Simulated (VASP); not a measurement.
ScAl3, 4 atoms in the cell. The structure is cubic, space group Pm-3m (No. 221). The conventional cell has a = 4.107 Å, b = 4.107 Å, c = 4.107 Å, α = 90.00°, β = 90.00°, γ = 90.00°. Sc (site symmetry m-3m) has 12 Al at 2.90 Å within 3.8 Å. Al (site symmetry 4/mmm) has 4 Sc at 2.90 Å and 8 Al at 2.90 Å within 3.8 Å. 

- Program: VASP 6.6.1
- Task: single point
- Functional: PBE
- Potentials or basis: VASP PAW PBE potentials, release 64 (Sc_sv, Al)
- Cutoff: 520 eV
- k mesh: 6 × 6 × 6
- Occupations: fermi-dirac, width 0.1 eV
- Spin: no spin polarisation
- Dipole correction: no
- Further INCAR settings: ALGO = Normal; EDIFF = 1e-06; NBANDS = 18

Potentials or basis: VASP PAW PBE potentials, release 64 (Sc_sv, Al).

Launch:

```sh
$ cat potpaw_PBE.64/Sc_sv/POTCAR potpaw_PBE.64/Al/POTCAR > POTCAR
$ mpirun -np 1 vasp_std > vasp.out
```

Hardware: 1 thread of Intel(R) Xeon(R) 6975P-C (Granite Rapids), on a shared host.

Task: Estimate the wall time of this run.

Result: Run time: 10 s on 1 thread of Intel(R) Xeon(R) 6975P-C (Granite Rapids) (shared host), peak memory 0.18 GiB. Counts: scf iterations 13, k points 20.
